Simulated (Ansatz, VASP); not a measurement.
**MgS: VASP beside Ansatz**

```
CELL_PARAMETERS angstrom
4.05444 0.00000 0.00000
-2.02722 3.51125 0.00000
0.00000 0.00000 12.98286
ATOMIC_POSITIONS crystal
Mg 0.00000 0.00000 0.00000
Mg 0.33333 0.66667 0.25000
Mg 0.66667 0.33333 0.50000
Mg 0.33333 0.66667 0.75000
S 0.00000 0.00000 0.18750
S 0.33333 0.66667 0.43750
S 0.66667 0.33333 0.68750
S 0.33333 0.66667 0.93750
```

Alike in both runs: task relaxation of cell and atoms; functional PBE; k mesh 9 × 9 × 2; occupations gaussian, width 0.02 eV; no spin polarisation.

```csv
,VASP,Ansatz
version,VASP 6.6.1,Ansatz 0.2.0
potentials or method,"VASP PAW PBE potentials, release 64 (Mg, S), cutoff 600 eV","scalar-relativistic, plane waves, PAW"
valence electrons in the cell,32,64
```

|  | VASP | Ansatz | Ansatz less VASP |
| --- | --- | --- | --- |
| gap on the k mesh at the Fermi level, each at its own relaxed structure (eV) | 3.39 | 3.38 | -0.011 |
| relaxed volume (Å³/atom) | 23.04 | 23.11 | +0.076 |

VASP's potentials hold 32 valence electrons a cell and Ansatz's 64, so a difference there can come from the potentials and not from the codes.
